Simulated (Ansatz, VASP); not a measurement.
## Pd in VASP and in Ansatz

Contents of INCAR:

```
ALGO = Normal
EDIFF = 1E-6
ENCUT = 520
GGA = CA
ISIF = 2
ISMEAR = -1
ISPIN = 2
LASPH = T
LCHARG = F
LMAXMIX = 4
LORBIT = 11
LREAL = F
LWAVE = F
MAGMOM = 0.5 0.5 -0.5 -0.5
NBANDS = 32
NELM = 150
PREC = Accurate
SIGMA = 0.05
```

The input KPOINTS:

```
k-points
0
Gamma
  15 15 4
```

POSCAR

```
Pd
1.0
    2.7055271242      0.0000000000      0.0000000000
   -1.3527635621      2.3430552202      0.0000000000
    0.0000000000      0.0000000000      8.9462594720
Pd
4
Direct
    1.0000000000      0.0000000000      1.0000000000
    1.0000000000      1.0000000000      0.5000000000
    0.3333333333      0.6666666667      0.2500000000
    0.6666666667      0.3333333333      0.7500000000
```

Input for Ansatz:

```yaml
crystal:
  lattice:
    - [2.7055271242, 0.0, 0.0]
    - [-1.3527635621, 2.3430552202, 0.0]
    - [0.0, 0.0, 8.946259472]
  atoms:
    - { symbol: Pd, position: [1.0, 0.0, 1.0], spin: 0.5 }
    - { symbol: Pd, position: [1.0, 1.0, 0.5], spin: 0.5 }
    - { symbol: Pd, position: [0.3333333333, 0.6666666667, 0.25], spin: -0.5 }
    - { symbol: Pd, position: [0.6666666667, 0.3333333333, 0.75], spin: -0.5 }
hamiltonian:
  xc: lda
  pseudopotentials:
    kind: paw
    azcp:
      Pd: "pseudopotentials/Pd.paw.azcp"
basis:
  ecutwfc: 420
  fft_grid_basis: typed
kpoints:
  mp_grid: { grid: [15, 15, 4], shift: [0, 0, 0] }
magnetization:
  spin_polarized: true
scf:
  occupations: { method: fermi_dirac, width: 0.05 }
  lower_state_search: "off"
output:
  stress: true
```

Alike in both runs: task single point; functional LDA; k mesh 15 × 15 × 4; occupations fermi-dirac, width 0.05 eV; collinear spin.

|  | VASP | Ansatz |
| --- | --- | --- |
| version | VASP 6.6.1 | Ansatz 0.2.0 |
| potentials or method | VASP PAW LDA potentials, release 64 (Pd), cutoff 520 eV | plane waves (420 eV) with PAW, scalar-relativistic |
| valence electrons in the cell | 40 | 72 |

Ansatz gave:

```
pressure (GPa)                                                : 0.0
traceless stress, the component that is largest in VASP (GPa) : -0.19
net moment per atom (μB)                                      : 0.00
```

**Question.** Estimate VASP's values.

**Answer.** Pressure (GPa): 0.2; traceless stress, the component that is largest in VASP (GPa): -0.23; net moment per atom (μB): 0.00.

Ansatz warns that its potentials were made for another functional, while VASP's fit it. LDA's correlation is that of Perdew and Zunger in VASP and of Perdew and Wang (1992) in Ansatz. VASP's potentials hold 40 valence electrons a cell and Ansatz's 72, so a difference there can come from the potentials and not from the codes. Ansatz's warnings: seeded moment not kept.
